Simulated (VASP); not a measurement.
Input of a VASP 6.6.1 run:

Contents of INCAR:

```
SYSTEM = HC12
PREC = Accurate
ENCUT = 520
EDIFF = 1E-6
ISMEAR = 0
SIGMA = 0.05
LREAL = .FALSE.
LASPH = .TRUE.
NELM = 80
ALGO = Normal
ISIF = 2
LWAVE = .FALSE.
LCHARG = .TRUE.
GGA = CA
LELF = .TRUE.
LVHAR = .TRUE.
NELECT = 48.0
NBANDS = 36
```

File KPOINTS:

```
regular mesh
0
G
  6 6 6
  0 0 0
```

The input POSCAR:

```
HC12
1.0
    1.7657489870     -3.5314979740     -1.7657489870
    3.5314979740     -1.7657489870      1.7657489870
   -1.7657489870     -3.5314979740      1.7657489870
C H
12 1
Direct
    0.2500000000      1.0000000000      0.2500000000
    0.0833333333      0.3333333333      0.7500000000
    0.9166666667      0.6666666667      0.2500000000
    0.7500000000      1.0000000000      0.7500000000
    0.5833333333      0.3333333333      0.2500000000
    0.4166666667      0.6666666667      0.7500000000
    0.9583333333      0.3333333333      0.1250000000
    0.7916666667      0.6666666667      0.6250000000
    0.6250000000      1.0000000000      0.1250000000
    0.4583333333      0.3333333333      0.6250000000
    0.2916666667      0.6666666667      0.1250000000
    0.1250000000      1.0000000000      0.6250000000
    1.1805555556      0.3055555556      0.3750000000
```

Potentials or basis: VASP PAW LDA potentials, release 64 (C, H).

Run with:

```bash
$ cat potpaw_LDA.64/C/POTCAR potpaw_LDA.64/H/POTCAR > POTCAR
$ mpirun -np 1 vasp_std > vasp.out
```

(1) What does it give for the largest force?

Results:

(1) 1.467 eV/Å.

Caveat: the cell carries a net charge on a neutralising background, which shifts energy and pressure.
